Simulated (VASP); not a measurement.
**Si3B: single point with r2SCAN**

The system is Si3B.

```xyz
4
Lattice="3.6057 0.0000 0.0000 0.0000 3.6057 0.0000 0.0000 0.0000 3.6057" Properties=species:S:1:pos:R:3 pbc="T T T"
Si    0.0000    1.8029    1.8029
Si    1.8029    0.0000    1.8029
Si    1.8029    1.8029    0.0000
B     0.0000    0.0000    0.0000
```

* Program: VASP 6.6.1
* Task: single point
* Functional: r2SCAN
* Potentials or basis: VASP PAW PBE potentials, release 64 (Si, B)
* Cutoff: 520 eV
* k mesh: 14 × 14 × 14
* Occupations: gaussian, width 0.1 eV
* Spin: no spin polarisation
* Dipole correction: no
* Further INCAR settings: ALGO = Normal; EDIFF = 1e-06; NBANDS = 16

```json
{
 "Pressure": "0.1 GPa"
}
```

Levels at points of the mesh, in eV from the Fermi level:
| k point | band 5 | band 6 | band 7 | band 8 | band 9 | band 10 | band 11 | band 12 |
| --- | --- | --- | --- | --- | --- | --- | --- | --- |
| (0.00, 0.00, 0.00) | -4.64 | -3.78 | -3.78 | 3.39 | 3.39 | 3.39 | 4.94 | 4.94 |
| (0.50, 0.00, 0.00) | -3.36 | -3.36 | -2.08 | -1.65 | -1.04 | -0.93 | 5.92 | 5.92 |
| (0.50, 0.50, 0.00) | -1.09 | -0.99 | -0.13 | -0.13 | 1.03 | 1.03 | 1.08 | 1.34 |
| (0.50, 0.50, 0.50) | -7.89 | -7.89 | -7.89 | -7.48 | 8.20 | 8.20 | 8.20 | 11.61 |

It took 7.8 min on 1 thread of Oxide Virtual Turin-like Processor (shared host), peak memory 0.18 GiB.

Caveat: the PAW data sets were made with another functional, which shifts forces and pressure a little.
